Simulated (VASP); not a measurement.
A run of VASP 6.6.1:

INCAR

```
PREC = Accurate
ENCUT = 520
EDIFF = 1E-6
ISMEAR = 0
SIGMA = 0.1
LREAL = F
LASPH = T
NELM = 100
ALGO = Normal
ISIF = 2
LWAVE = F
LCHARG = F
GGA = PE
NBANDS = 53
```

KPOINTS

```
Automatic mesh
0
Gamma
  4 4 4
```

Contents of POSCAR:

```
Cd3F
1.0
    5.4916254597      0.0000000000      0.0000000000
    0.0000000000      5.4916254597      0.0000000000
    0.0000000000      0.0000000000      5.4916254597
Cd F
6 2
Direct
    0.2500000000      0.0000000000      0.5000000000
    0.7500000000      0.0000000000      0.5000000000
    0.0000000000      0.5000000000      0.2500000000
    0.0000000000      0.5000000000      0.7500000000
    0.5000000000      0.7500000000      0.0000000000
    0.5000000000      0.2500000000      0.0000000000
    0.0000000000      0.0000000000      0.0000000000
    0.5000000000      0.5000000000      0.5000000000
```

Potentials or basis: VASP PAW PBE potentials, release 64 (Cd, F).

Launch:

```sh
$ cat potpaw_PBE.64/Cd/POTCAR potpaw_PBE.64/F/POTCAR > POTCAR
$ mpirun -np 1 vasp_std > vasp.out
```

Hardware: 1 thread of Intel Xeon 8259CL, with other jobs on the host.

Task: How long does it take, and how much memory?

Result: Run time: 3.4 min on 1 thread of Intel Xeon 8259CL (shared host), peak memory 0.28 GiB. Counts: scf iterations 15, k points 10.
